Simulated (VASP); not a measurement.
BN, 2 atoms in the cell. It takes space group I-4m2 (No. 119, tetragonal). The conventional cell has a = 2.607 Å, b = 2.607 Å, c = 3.615 Å, α = 90.00°, β = 90.00°, γ = 90.00°. Within 2.1 Å of B (site symmetry -4m2) lie 4 N at 1.59 Å. Within 2.1 Å of N (site symmetry -4m2) lie 4 B at 1.59 Å.  This cell differs from its parent crystal: equal xx and yy strain of +2 %.

- Program: VASP 6.6.1
- Task: electric field gradients
- Functional: LDA
- Potentials or basis: VASP PAW LDA potentials, release 64 (B, N)
- Cutoff: 520 eV
- k mesh: 11 × 11 × 11
- Occupations: fermi-dirac, width 0.02 eV
- Spin: no spin polarisation
- Dipole correction: no
- Further INCAR settings: ALGO = Normal; EDIFF = 1e-08; NBANDS = 11

Potentials or basis: VASP PAW LDA potentials, release 64 (B, N).

Launch:

```bash
$ cat potpaw_LDA.64/B/POTCAR potpaw_LDA.64/N/POTCAR > POTCAR
$ mpirun -np 1 vasp_std > vasp.out
```

Hardware: 1 thread of AMD EPYC 7R13 Processor (Zen 3), with other jobs on the host.

Problem. Estimate the wall time of this run.

Solution. Run time: 19 s on 1 thread of AMD EPYC 7R13 Processor (Zen 3), on a shared host, peak memory 0.09 GiB. Counts: scf iterations 13, k points 126.
